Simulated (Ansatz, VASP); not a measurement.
# KCl: VASP beside Ansatz

Contents of INCAR:

```
SYSTEM = KCl
  PREC = Accurate
  ENCUT = 520
  EDIFF = 1E-6
  ISMEAR = 0
  SIGMA = 0.05
  LREAL = .FALSE.
  LASPH = .TRUE.
  NELM = 60
  ALGO = Normal
  ISIF = 2
  LWAVE = .FALSE.
  LCHARG = .TRUE.
  GGA = PE
  LELF = .TRUE.
  LVHAR = .TRUE.
  NBANDS = 24
```

File KPOINTS:

```
regular mesh
0
G
  6 6 6
  0 0 0
```

File POSCAR:

```
KCl
1.0
    0.0000000000     -3.1897839381     -3.1897839381
   -3.1897839381      0.0000000000     -3.1897839381
    3.1897839381      3.1897839381     -6.3795678762
K Cl
2 2
Direct
   -0.0450531352      0.0749303049     -0.0058768231
    0.5803140737      0.4133160489      0.4941231769
    0.7305551093      0.7564816302      0.7564816302
    0.2305551093      0.2564816302      0.2564816302
```

Input for Ansatz:

```yaml
crystal:
  lattice:
    - [0.0, -3.1897839381, -3.1897839381]
    - [-3.1897839381, 0.0, -3.1897839381]
    - [3.1897839381, 3.1897839381, -6.3795678762]
  atoms:
    - { symbol: K, position: [-0.0450531352, 0.0749303049, -0.0058768231] }
    - { symbol: K, position: [0.5803140737, 0.4133160489, 0.4941231769] }
    - { symbol: Cl, position: [0.7305551093, 0.7564816302, 0.7564816302] }
    - { symbol: Cl, position: [0.2305551093, 0.2564816302, 0.2564816302] }
basis:
  ecutwfc: 420
kpoints:
  mp_grid: { grid: [6, 6, 6] }
hamiltonian:
  xc: pbe
  pseudopotentials: { kind: paw }
scf:
  occupations: { method: gaussian, width: 0.05 }
output:
  forces: true
  stress: true
  eigenvalues: true
```

Change from the starting cell: mode 4 frozen in at -0.331 Å and mode 9 at -0.083 Å (largest displacements).

Alike in both runs: task single point; functional PBE; k mesh 6 × 6 × 6; occupations gaussian, width 0.05 eV; no spin polarisation.

|  | VASP | Ansatz |
| --- | --- | --- |
| version | VASP 6.6.1 | Ansatz 0.2.0 |
| potentials or method | VASP PAW PBE potentials, release 64 (K_sv, Cl), cutoff 520 eV | scalar-relativistic, plane waves, PAW |
| valence electrons in the cell | 32 | 32 |

|  | VASP | Ansatz | Ansatz less VASP |
| --- | --- | --- | --- |
| gap on the k mesh at the Fermi level (eV) | 5.05 | 5.05 | +0.001 |
| least direct gap on the mesh (eV) | 5.05 | 5.05 | +0.001 |
| pressure (GPa) | 0.9 | 0.9 | -0.03 |
| traceless stress, the component that is largest in VASP (GPa) | -0.87 | -0.85 | +0.016 |
| rms of the force components (eV/Å) | 0.252 | 0.248 | -0.0043 |

Atom by atom the forces differ by 0.004 eV/Å (rms over components).
